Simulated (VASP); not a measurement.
Input of a VASP 6.6.1 run:

Contents of INCAR:

```
SYSTEM = LiF
  PREC = Accurate
  ENCUT = 520
  EDIFF = 1E-6
  ISMEAR = 0
  SIGMA = 0.05
  LREAL = .False.
  LASPH = .True.
  NELM = 60
  ALGO = Normal
  ISIF = 2
  LWAVE = .False.
  LCHARG = .False.
  NBANDS = 18
```

File KPOINTS:

```
Automatic mesh
0
Gamma
  9 9 6
  0 0 0
```

Contents of POSCAR:

```
LiF
1.0
    3.0300909680      0.0000000000      0.0000000000
   -1.5150454840      2.6241357541      0.0000000000
    0.0000000000      0.0000000000      4.6590208518
Li F
2 2
Direct
    0.3333333333      0.6666666667      0.3839784076
    0.6666666667      0.3333333333      0.8839784076
    0.3333333333      0.6666666667      0.9910195924
    0.6666666667      0.3333333333      0.4910195924
```

Potentials or basis: VASP PAW LDA potentials, release 64 (Li_sv, F).

The run is started by

```bash
$ cat potpaw_LDA.64/Li_sv/POTCAR potpaw_LDA.64/F/POTCAR > POTCAR
$ mpirun -np 1 vasp_std > vasp.out
```

Task: Estimate the band gap on the k mesh.

Result: 7.82 eV.

Caveat: an odd mesh through Γ misses points on the zone boundary, where band edges can lie.
